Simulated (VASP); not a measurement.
## Ga2Te3Pd: single point with PBE

The system is Ga2Te3Pd.

```
Ga Te Pd
1.0
     3.08132    1.77900    4.86132
    -3.08132    1.77900    4.86132
     0.00000   -3.55801    4.86132
Ga Te Pd
2 3 1
Direct
  0.62348 0.62348 0.62348
  0.37652 0.37652 0.37652
  0.00000 0.50000 0.00000
  0.50000 0.00000 0.00000
  0.00000 0.00000 0.50000
  0.00000 0.00000 0.00000
```

The cell was built from a structure type or drawn by symmetry, and may not be a known phase.

* Program: VASP 6.6.1
* Task: single point
* Functional: PBE
* Potentials or basis: VASP PAW PBE potentials, release 64 (Ga_d, Te, Pd)
* Cutoff: 520 eV
* k mesh: 3 × 3 × 3
* Occupations: gaussian, width 0.1 eV
* Spin: no spin polarisation

* Pressure: 0.8 GPa
* Largest force: 0.170 eV/Å
* Band gap on the k mesh: zero (bands 27 and 28 overlap by 1.64 eV)

Forces in eV/Å, atoms in the order of the input:
```
Ga   0.000  0.000  0.170
Ga   0.000  0.000 -0.170
Te   0.000  0.000  0.000
Te   0.000  0.000  0.000
Te   0.000  0.000  0.000
Pd   0.000  0.000  0.000
```

Stress tensor (GPa, compression positive):
```
 4.59  0.00  0.00
 0.00  4.59  0.00
 0.00  0.00 -6.69
```

Levels at points of the mesh, in eV from the Fermi level:
```csv
k point,band 24,band 25,band 26,band 27,band 28,band 29,band 30,band 31
"(0.00, 0.00, 0.00)",-2.14,-2.07,-2.07,-0.80,0.53,0.65,0.65,1.91
```

Wall time 25 s on 1 thread of Intel(R) Xeon(R) 6975P-C (Granite Rapids), with other jobs on the host, peak memory 0.33 GiB.

Caveat: the k points lie up to 0.42 Å⁻¹ apart, too coarse for converged energies and pressures of a metal; spin-orbit coupling is left out, which moves the levels of the heavy elements.
